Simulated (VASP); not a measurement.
# NiSb (P6_3/mmc) in VASP: further runs

The runs below take NiSb through single point, with PBE, PBEsol.

Everything below comes from runs of VASP 6.6.1. Logs are shortened: lines on timing, memory, paths and dates and some standing lists are left out, and cuts for length are marked.

## Step 1: The cell of the first run

The structure is hexagonal, space group P6_3/mmc (No. 194). Conventional cell: a = 3.971 Å, b = 3.971 Å, c = 5.168 Å, α = 90.00°, β = 90.00°, γ = 120.00°. Within 3.4 Å of Ni (site symmetry -3m) lie 2 Ni at 2.58 Å and 6 Sb at 2.63 Å. Sb (site symmetry -6m2) has 6 Ni at 2.63 Å and 6 Sb at 3.45 Å within 3.5 Å.

## Step 2: Single point, PBE, collinear spin, ferromagnetic start

Contents of INCAR:

```
  PREC = Accurate
  ENCUT = 520
  EDIFF = 1E-6
  ISMEAR = -1
  SIGMA = 0.005
  LREAL = F
  LASPH = T
  NELM = 150
  ALGO = Normal
  ISIF = 2
  LWAVE = F
  LCHARG = T
  ISPIN = 2
  MAGMOM = 0.8 0.8 0 0
  LORBIT = 11
  LMAXMIX = 4
  GGA = PE
  LELF = T
  LVHAR = T
  NBANDS = 27
```

Contents of KPOINTS:

```
regular mesh
0
Gamma
  10 10 8
```

Contents of POSCAR:

```
NiSb
1.0
    3.9710518376      0.0000000000      0.0000000000
   -1.9855259188      3.4390317711      0.0000000000
    0.0000000000      0.0000000000      5.1680081343
Ni Sb
2 2
Direct
    0.0000000000      0.0000000000      0.0000000000
    0.0000000000      0.0000000000      0.5000000000
    0.3333333333      0.6666666667      0.2500000000
    0.6666666667      0.3333333333      0.7500000000
```

Potentials or basis: VASP PAW PBE potentials, release 64 (Ni, Sb).

The run is started by

```console
$ cat potpaw_PBE.64/Ni/POTCAR potpaw_PBE.64/Sb/POTCAR > POTCAR
$ mpirun -np 1 vasp_std > vasp.out
```

OUTCAR:

```text
PREC = Accurate
   ENCUT = 520
   EDIFF = 1E-6
   ISMEAR = -1
   LREAL = F
   LASPH = T
   NELM = 150
   ISIF = 2
   ISPIN = 2
   LORBIT = 11
   GGA = PE

 ion  position               nearest neighbor table
   1  0.000  0.000  0.000-   2 2.58   2 2.58   4 2.63   3 2.63   3 2.63   4 2.63   4 2.63   3 2.63

   2  0.000  0.000  0.500-   1 2.58   1 2.58   4 2.63   3 2.63   3 2.63   4 2.63   4 2.63   3 2.63

   3  0.333  0.667  0.250-   1 2.63   2 2.63   1 2.63   2 2.63   1 2.63   2 2.63   4 3.45   4 3.45
                             4 3.45   4 3.45   4 3.45   4 3.45
   4  0.667  0.333  0.750-   1 2.63   2 2.63   1 2.63   2 2.63   1 2.63   2 2.63   3 3.45   3 3.45
                             3 3.45   3 3.45   3 3.45   3 3.45

  LATTYP: Found a hexagonal cell.
 ALAT       =     3.9710518376
 C/A-ratio  =     1.3014204663

  Lattice vectors:

 A1 = (   3.9710518376,   0.0000000000,   0.0000000000)
 A2 = (  -1.9855259188,   3.4390317711,   0.0000000000)
 A3 = (   0.0000000000,   0.0000000000,   5.1680081343)

Analysis of symmetry for initial positions (statically):
=====================================================================
 Subroutine PRICEL returns:
 Original cell was already a primitive cell.

 Routine SETGRP: Setting up the symmetry group for a
 hexagonal supercell.

 Subroutine GETGRP returns: Found 24 space group operations
 (whereof 12 operations were pure point group operations)
 out of a pool of 24 trial point group operations.

The static configuration has the point symmetry D_3d.
 The point group associated with its full space group is D_6h.

Analysis of symmetry for dynamics (positions and initial velocities):
=====================================================================
 Subroutine PRICEL returns:
 Original cell was already a primitive cell.

 Routine SETGRP: Setting up the symmetry group for a
 hexagonal supercell.

 Subroutine GETGRP returns: Found 24 space group operations
 (whereof 12 operations were pure point group operations)
 out of a pool of 24 trial point group operations.

The dynamic configuration has the point symmetry D_3d.
 The point group associated with its full space group is D_6h.

Analysis of structural, dynamic, and magnetic symmetry:
=====================================================================
 Subroutine PRICEL returns:
 Original cell was already a primitive cell.

 Routine SETGRP: Setting up the symmetry group for a
 hexagonal supercell.

 Subroutine GETGRP returns: Found 24 space group operations
 (whereof 12 operations were pure point group operations)
 out of a pool of 24 trial point group operations.

The overall configuration has the point symmetry D_3d.
 The point group associated with its full space group is D_6h.

 Subroutine INISYM returns: Found 24 space group operations
 (whereof 12 operations are pure point group operations),
 and found     1 'primitive' translations

----------------------------------------------------------------------------------------

                                     Primitive cell

  volume of cell :      70.5773

  direct lattice vectors                    reciprocal lattice vectors
     3.971051838  0.000000000  0.000000000     0.251822449  0.145389759  0.000000000
    -1.985525919  3.439031771  0.000000000     0.000000000  0.290779518  0.000000000
     0.000000000  0.000000000  5.168008134     0.000000000  0.000000000  0.193498147

  length of vectors
     3.971051838  3.971051838  5.168008134     0.290779518  0.290779518  0.193498147

  position of ions in fractional coordinates (direct lattice)
     0.000000000  0.000000000  0.000000000
     0.000000000  0.000000000  0.500000000
     0.333333333  0.666666667  0.250000000
     0.666666667  0.333333333  0.750000000

  ion indices of the primitive-cell ions
   primitive index   ion index
                 1           1
                 2           2
                 3           3
                 4           4

----------------------------------------------------------------------------------------

 KPOINTS: regular mesh

Automatic generation of k-mesh.
 Grid dimensions read from file:
 generate k-points for:   10   10    8

 Generating k-lattice:

  Cartesian coordinates                     Fractional coordinates (reciprocal lattice)
     0.025182245  0.014538976  0.000000000     0.100000000  0.000000000  0.000000000
     0.000000000  0.029077952  0.000000000     0.000000000  0.100000000  0.000000000
     0.000000000  0.000000000  0.024187268     0.000000000  0.000000000  0.125000000

  Length of vectors
     0.029077952  0.029077952  0.024187268

  Shift w.r.t. Gamma in fractional coordinates (k-lattice)
     0.000000000  0.000000000  0.000000000

 Subroutine IBZKPT returns following result:
 ===========================================

 Found     70 irreducible k-points:

 Following reciprocal coordinates:
            Coordinates               Weight
  0.000000  0.000000  0.000000      1.000000
  0.100000  0.000000  0.000000      6.000000
  0.200000  0.000000  0.000000      6.000000
  0.300000  0.000000  0.000000      6.000000
  0.400000  0.000000  0.000000      6.000000
  0.500000  0.000000  0.000000      3.000000
[... 16 lines left out ...]
  0.300000  0.100000  0.125000     24.000000
  0.400000  0.100000  0.125000     24.000000
 [... further k-points ...]
   k-points           NKPTS =     70   k-points in BZ     NKDIM =     70   number of bands    NBANDS=     27
   number of dos      NEDOS =    301   number of ions     NIONS =      4
   total plane-waves  NPLWV =  36000
   dimension x,y,z NGX =    30 NGY =   30 NGZ =   40
   dimension x,y,z NGXF=    60 NGYF=   60 NGZF=   80
   ions per type =               2   2
   NGX,Y,Z   is equivalent  to a cutoff of  12.56, 12.56, 12.87 a.u.
   NGXF,Y,Z  is equivalent  to a cutoff of  25.12, 25.12, 25.73 a.u.
 SYSTEM =  unknown system
   PREC   = accura    normal or accurate (medium, high low for compatibility)
   ISTART =      0    job   : 0-new  1-cont  2-samecut
   ICHARG =      2    charge: 1-file 2-atom 10-const
   ISPIN  =      2    spin polarized calculation?
   LNONCOLLINEAR =      F non collinear calculations
   LSORBIT =      F    spin-orbit coupling
   LASPH  =      T    aspherical Exc in radial PAW
   ENCUT  =  520.0 eV  38.22 Ry    6.18 a.u.   7.38  7.38  9.61*2*pi/ulx,y,z
   NELM   =    150;   NELMIN=  2; NELMDL= -5     # of ELM steps
   EDIFF  = 0.1E-05   stopping-criterion for ELM
   LREAL  =      F    real-space projection
[... 7 lines left out ...]
   TEBEG  =    0.0;   TEEND  =   0.0 temperature during run
   PSTRESS=    0.0 pullay stress
   NELECT =      30.0000    total number of electrons
   NUPDOWN=      -1.0000    fix difference up-down
   EMIN   =  10.00;   EMAX   =-10.00  energy-range for DOS
   EFERMI =   0.00;   METHOD = LEGACY
   ISMEAR =    -1;   SIGMA  =   0.01  broadening in eV -4-tet -1-fermi 0-gaus
   EFERMI_NEDOS =   21; number of points for ismear=-14 and -15
   IALGO  =     38    algorithm
   IMIX   =      4    mixing-type and parameters
     AMIX     =   0.40;   BMIX     =  1.00
     AMIX_MAG =   1.60;   BMIX_MAG =  1.00
  volume/ion in A,a.u.               =      17.64       119.07
  Fermi-wavevector in a.u.,A,eV,Ry     =   1.230912  2.326086 20.614784  1.515144
  Thomas-Fermi vector in A             =   2.365742
   LORBIT       =     11    0 simple, 1 ext, 2 COOP (PROOUT), +10 PAW based schemes
   GGA     = PE    functional components
   LHFCALC =     F    Hartree Fock is set to
   AEXX    =    0.0000 exact exchange contribution
   IVDW    =     0    specifies the selected vdW correction
   LEPSILON=     F    determine dielectric tensor
   LRPA    =     F    only Hartree local field effects (RPA)
 spin polarized calculation
  energy-cutoff  :      520.00
  volume of cell :       70.58
 maximum number of plane-waves:      1928
 NGX is ok and might be reduce to    30
   NGX = 15   NGY = 15   NGZ = 19

 number of electron      30.0000013 magnetization      -0.0007583

 number of electron      30.0000013 magnetization       0.0015592

 Free energy of the ion-electron system (eV)
  ---------------------------------------------------
  ext. energy  EPLUGINS =         0.00000000
  ---------------------------------------------------
  free energy    TOTEN  =       -20.31371597 eV

  energy without entropy =      -20.31360910  energy(sigma->0) =      -20.31366253

 E-fermi :   9.6198     XC(G=0): -11.3767

 val. band max:        9.5975625594   @ k =   0.0000   0.0000   0.0000
 cond. band min:       9.6212184065   @ k =   0.1000   0.1000   0.5000
 fundamental gap:      0.0236558471
 Fermi energy:         9.6197563828

 spin component 1

 k-point     1 :       0.0000    0.0000    0.0000
  band No.  band energies     occupation
      1      -3.1337      1.00000
      2       1.2393      1.00000
      3       3.5525      1.00000
      4       5.8237      1.00000
      5       5.8237      1.00000
      6       6.5886      1.00000
[... 19 lines left out ...]
     26      19.1830      0.00000
     27      19.1830      0.00000

 k-point     2 :       0.1000    0.0000    0.0000
  band No.  band energies     occupation
      1      -3.0119      1.00000
      2       1.2320      1.00000
      3       3.6901      1.00000
      4       5.7948      1.00000
      5       5.8494      1.00000
      6       6.5396      1.00000
[... 19 lines left out ...]
     26      19.8042      0.00000
     27      19.8737      0.00000

 k-point     3 :       0.2000    0.0000    0.0000
  band No.  band energies     occupation
      1      -2.6516      1.00000
      2       1.1780      1.00000
      3       4.0956      1.00000
      4       5.5740      1.00000
      5       5.9238      1.00000
      6       6.3139      1.00000
[... 594 lines left out ...]
      1      -1.5598      1.00000
      2       0.6785      1.00000
      3       4.1617      1.00000
      4       5.1424      1.00000
      5       5.9524      1.00000
      6       6.2278      1.00000
[... 19 lines left out ...]
     26      21.1550      0.00000
     27      22.3908      0.00000

 k-point    24 :       0.4000    0.1000    0.1250
  band No.  band energies     occupation
      1      -0.8229      1.00000
      2       0.2138      1.00000
      3       3.6998      1.00000
      4       5.4111      1.00000
      5       5.8801      1.00000
      6       6.2572      1.00000
[... 19 lines left out ...]
     26      22.2998      0.00000
     27      22.7785      0.00000

 [... further k-points ...]

 spin component 2

 k-point     1 :       0.0000    0.0000    0.0000
  band No.  band energies     occupation
      1      -3.1336      1.00000
      2       1.2393      1.00000
      3       3.5526      1.00000
      4       5.8243      1.00000
      5       5.8243      1.00000
      6       6.5892      1.00000
[... 19 lines left out ...]
     26      19.1831      0.00000
     27      19.1831      0.00000

 k-point     2 :       0.1000    0.0000    0.0000
  band No.  band energies     occupation
      1      -3.0118      1.00000
      2       1.2321      1.00000
      3       3.6902      1.00000
      4       5.7953      1.00000
      5       5.8500      1.00000
      6       6.5402      1.00000
[... 19 lines left out ...]
     26      19.8043      0.00000
     27      19.8738      0.00000

 k-point     3 :       0.2000    0.0000    0.0000
  band No.  band energies     occupation
      1      -2.6515      1.00000
      2       1.1781      1.00000
      3       4.0957      1.00000
      4       5.5742      1.00000
      5       5.9244      1.00000
      6       6.3144      1.00000
[... 594 lines left out ...]
      1      -1.5597      1.00000
      2       0.6786      1.00000
      3       4.1618      1.00000
      4       5.1426      1.00000
      5       5.9528      1.00000
      6       6.2280      1.00000
[... 19 lines left out ...]
     26      21.1551      0.00000
     27      22.3909      0.00000

 k-point    24 :       0.4000    0.1000    0.1250
  band No.  band energies     occupation
      1      -0.8228      1.00000
      2       0.2139      1.00000
      3       3.6999      1.00000
      4       5.4113      1.00000
      5       5.8804      1.00000
      6       6.2577      1.00000
[... 19 lines left out ...]
     26      22.2998      0.00000
     27      22.7786      0.00000

 [... further k-points ...]

------------------------ aborting loop because EDIFF is reached ----------------------------------------

  FORCE on cell =-STRESS in cart. coord.  units (eV):
  Direction    XX          YY          ZZ          XY          YZ          ZX
  --------------------------------------------------------------------------------------
  -------------------------------------------------------------------------------------
  Total       -0.0601655     -0.0601655      0.0221852      0.0000000      0.0000000      0.0000000
  in kB       -1.3658194     -1.3658194      0.5036278      0.0000000      0.0000000      0.0000000
  external PRESSURE =      -0.7426703 kB  Pullay stress =       0.0000000 kB

 VOLUME and BASIS-vectors are now :
 -----------------------------------------------------------------------------
  energy-cutoff  :      520.00
  volume of cell :       70.58
      direct lattice vectors                 reciprocal lattice vectors
     3.971051838  0.000000000  0.000000000     0.251822449  0.145389759  0.000000000
    -1.985525919  3.439031771  0.000000000     0.000000000  0.290779518  0.000000000
     0.000000000  0.000000000  5.168008134     0.000000000  0.000000000  0.193498147

 POSITION                                       TOTAL-FORCE (eV/Angst)
 -----------------------------------------------------------------------------------
      0.00000      0.00000      0.00000         0.000000      0.000000      0.000000
      0.00000      0.00000      2.58400         0.000000      0.000000      0.000000
     -0.00000      2.29269      1.29200        -0.000000      0.000000     -0.000000
      1.98553      1.14634      3.87601        -0.000000      0.000000     -0.000000
 -----------------------------------------------------------------------------------
    total drift:                                0.000000      0.000000     -0.000000

  FREE ENERGIE OF THE ION-ELECTRON SYSTEM (eV)
  ---------------------------------------------------
  free  energy   TOTEN  =       -20.3137159669 eV

  energy  without entropy=      -20.3136091001  energy(sigma->0) =      -20.31366253

 total charge

# of ion       s       p       d       tot
------------------------------------------
    1        0.439   0.457   8.452   9.349
    2        0.439   0.457   8.452   9.349
    3        1.136   1.203   0.070   2.409
    4        1.136   1.203   0.070   2.409
--------------------------------------------------
tot          3.149   3.321  17.045  23.515

 magnetization (x)

# of ion       s       p       d       tot
------------------------------------------
    1        0.000  -0.000   0.000   0.000
    2        0.000  -0.000   0.000   0.000
    3        0.000  -0.000  -0.000   0.000
    4        0.000  -0.000  -0.000   0.000
--------------------------------------------------
tot          0.000  -0.000   0.000   0.001
```

Run time: 1.8 min. Hardware: 1 thread of Intel Xeon 6975P-C (Granite Rapids), shared host; peak memory 0.35 GiB.

Results:

```yaml
Free_energy: -20.3137 eV
Pressure: -0.1 GPa
Band_gap_on_the_k_mesh: zero (filled and empty bands overlap)
Net_moment: 0.00 μB per cell
Valence_electrons_inside_the_program's_atomic_spheres: Ni 9.35; Sb 2.41
```

Levels at points of the mesh, in eV from the Fermi level:
Spin up:
```
           k point  band 11  band 12  band 13  band 14  band 15  band 16  band 17  band 18  band 19  band 20
(0.00, 0.00, 0.00)    -1.28    -1.28    -0.02     0.56     0.56     2.39     2.39     3.09     3.89     5.06
(0.50, 0.00, 0.00)    -2.01    -1.79    -1.53    -1.33    -1.26    -0.41     1.11     3.41     3.84     5.31
(0.00, 0.00, 0.50)    -2.00    -2.00     0.17     0.17     2.00     2.00     2.00     2.00     5.09     5.09
(0.50, 0.00, 0.50)    -1.84    -1.84    -1.73    -1.73     0.20     0.20     1.59     1.59     5.09     5.09
```
Spin down:
```csv
k point,band 11,band 12,band 13,band 14,band 15,band 16,band 17,band 18,band 19,band 20
"(0.00, 0.00, 0.00)",-1.27,-1.27,-0.02,0.56,0.56,2.39,2.39,3.09,3.89,5.06
"(0.50, 0.00, 0.00)",-2.01,-1.79,-1.53,-1.33,-1.26,-0.40,1.11,3.41,3.84,5.31
"(0.00, 0.00, 0.50)",-2.00,-2.00,0.17,0.17,2.00,2.00,2.00,2.00,5.09,5.09
"(0.50, 0.00, 0.50)",-1.84,-1.84,-1.73,-1.73,0.20,0.20,1.59,1.59,5.09,5.09
```

Caveat: spin-orbit coupling is left out, which moves the levels of the heavy elements.

(Continued in part 2 of 2.)
